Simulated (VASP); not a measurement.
A run of VASP 6.6.1 is set up as follows.

Contents of INCAR:

```
PREC = Accurate
ENCUT = 520
EDIFF = 1E-6
ISMEAR = 0
SIGMA = 0.05
LREAL = F
LASPH = T
NELM = 100
ALGO = Normal
ISIF = 2
LWAVE = F
LCHARG = F
GGA = PS
NBANDS = 20
```

File KPOINTS:

```
regular mesh
0
Gamma
  10 10 10
```

The input POSCAR:

```
Ta2Si
1.0
    0.0000000000      3.0185793064      3.0185793064
    3.0185793064      0.0000000000      3.0185793064
    3.0185793064      3.0185793064      0.0000000000
Ta Si
2 1
Direct
    0.2500000000      0.2500000000      0.2500000000
    0.7500000000      0.7500000000      0.7500000000
    0.0000000000      0.0000000000      0.0000000000
```

Potentials or basis: VASP PAW PBE potentials, release 64 (Ta_pv, Si).

Run with:

```sh
$ cat potpaw_PBE.64/Ta_pv/POTCAR potpaw_PBE.64/Si/POTCAR > POTCAR
$ mpirun -np 1 vasp_std > vasp.out
```

(1) Predict the band gap on the k mesh.

(2) Estimate the pressure.

Answers

(1) zero (band 13 reaches 8.47 eV, above the bottom of band 14 at 5.78 eV).

(2) -3.9 GPa.

Caveat: the PAW data sets were made with another functional, which shifts forces and pressure a little; spin-orbit coupling is left out, which moves the levels of the heavy elements.
